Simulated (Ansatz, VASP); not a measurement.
## Li2ClF in VASP and in Ansatz

```xyz
4
Lattice="3.3431 0.0000 0.0000 0.0000 3.3431 0.0000 0.0000 0.0000 4.6013" Properties=species:S:1:pos:R:3 pbc="T T T"
F     0.0000    0.0000    0.0000
Li    0.0000    0.0000    2.3006
Li    1.6716    1.6716    0.0000
Cl    1.6716    1.6716    2.3006
```

Alike in both runs: task single point; functional r2SCAN; k mesh 4 × 4 × 4; no spin polarisation.

|  | VASP | Ansatz |
| --- | --- | --- |
| version | VASP 6.6.1 | Ansatz 0.2.0 |
| potentials or method | VASP PAW PBE potentials, release 64 (F, Li_sv, Cl) | plane waves, PAW |
| plane-wave cutoff (eV) | 520 | 500 |
| occupations | gaussian, width 0.01 eV | fixed |
| valence electrons in the cell | 20 | 20 |

VASP gave:

```
gap on the k mesh at the Fermi level (eV) : 7.30
```

**Question.** Which values does Ansatz return?

**Answer.** gap on the k mesh at the Fermi level (eV): 7.31.

VASP's potentials were made for PBE, not for r2SCAN.

The k mesh is coarse, so the values compare programs but aren't converged. Noted on VASP's run: the cutoff is short for stress, so the pressure is rough.
